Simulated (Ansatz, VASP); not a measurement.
Ti in VASP and in Ansatz

The input INCAR:

```
SYSTEM = Ti
PREC = Accurate
ENCUT = 520
EDIFF = 1E-6
ISMEAR = -1
SIGMA = 0.05
LREAL = .FALSE.
LASPH = .TRUE.
NELM = 80
ALGO = Normal
ISIF = 2
LWAVE = .FALSE.
LCHARG = .FALSE.
GGA = PE
NBANDS = 12
```

The input KPOINTS:

```
Automatic mesh
0
G
  14 14 14
  0 0 0
```

POSCAR

```
Ti
1.0
   -1.6081800000      1.6410000000      1.6410000000
    1.6410000000     -1.6081800000      1.6410000000
    1.6410000000      1.6410000000     -1.6081800000
Ti
1
Direct
    0.0000000000      0.0000000000      0.0000000000
```

Input for Ansatz:

```yaml
crystal:
  lattice:
    - [-1.60818, 1.641, 1.641]
    - [1.641, -1.60818, 1.641]
    - [1.641, 1.641, -1.60818]
  atoms:
    - { symbol: Ti, position: [0.0, 0.0, 0.0] }
kpoints:
  mp_grid: { grid: [14, 14, 14] }
  band_path:
    path:
      - [0.0, 0.0, 0.0]
      - [0.0, 0.0, 0.5]
      - [-0.5, 0.5, 0.5]
      - [-0.7448729721, 0.2551270279, 0.2551270279]
      - [0.2551270279, 0.2551270279, 0.2551270279]
      - [0.0, 0.0, 0.0]
      - [-0.5, 0.0, 0.5]
    npoints: 5
scf:
  occupations: { method: fermi_dirac, width: 0.05 }
hamiltonian:
  xc: pbe
  pseudopotentials: { kind: all_electron, lapw: { basis_error: 0.00025 } }
output:
  forces: true
  stress: true
  eigenvalues: true
```

Change from the starting cell: equal xy, yz and zx shear strains of +2 %.

Alike in both runs: task single point; functional PBE; k mesh 14 × 14 × 14; occupations fermi-dirac, width 0.05 eV; no spin polarisation.

|  | VASP | Ansatz |
| --- | --- | --- |
| version | VASP 6.6.1 | Ansatz 0.2.0 |
| potentials or method | VASP PAW PBE potentials, release 64 (Ti_sv), cutoff 520 eV | all-electron LAPW, scalar-relativistic |

|  | VASP | Ansatz | Ansatz less VASP |
| --- | --- | --- | --- |
| pressure (GPa) | -2.6 | -2.4 | +0.19 |
| traceless stress, the component that is largest in VASP (GPa) | -0.85 | -0.86 | -0.007 |

Ansatz ran all-electron here, and VASP with PAW potentials.
